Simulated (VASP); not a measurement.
Here is a VASP 6.6.1 calculation.

The input INCAR:

```
SYSTEM = Ca
PREC = Accurate
ENCUT = 520
EDIFF = 1E-6
ISMEAR = -1
SIGMA = 0.1
LREAL = .FALSE.
LASPH = .TRUE.
NELM = 60
ALGO = Normal
ISIF = 2
LWAVE = .FALSE.
LCHARG = .TRUE.
GGA = PE
LELF = .TRUE.
LVHAR = .TRUE.
NBANDS = 28
```

The input KPOINTS:

```
regular mesh
0
G
  11 11 3
  0 0 0
```

Contents of POSCAR:

```
Ca
1.0
    4.0070047683      0.0000000000      0.0000000000
   -2.0035023842      3.4701679225      0.0000000000
    0.0000000000      0.0000000000     13.1429632253
Ca
4
Direct
    0.0000000000      0.0000000000      0.0000000000
    0.0000000000      0.0000000000      0.5000000000
    0.3333333333      0.6666666667      0.2500000000
    0.6666666667      0.3333333333      0.7500000000
```

Potentials or basis: VASP PAW PBE potentials, release 64 (Ca_sv).

Launch:

```bash
$ cat potpaw_PBE.64/Ca_sv/POTCAR > POTCAR
$ mpirun -np 1 vasp_std > vasp.out
```

Task: What does it give for the pressure?

Result: -1.2 GPa.

Task: Estimate the band gap on the k mesh.

Result: Zero (bands 20 and 21 overlap by 0.46 eV).
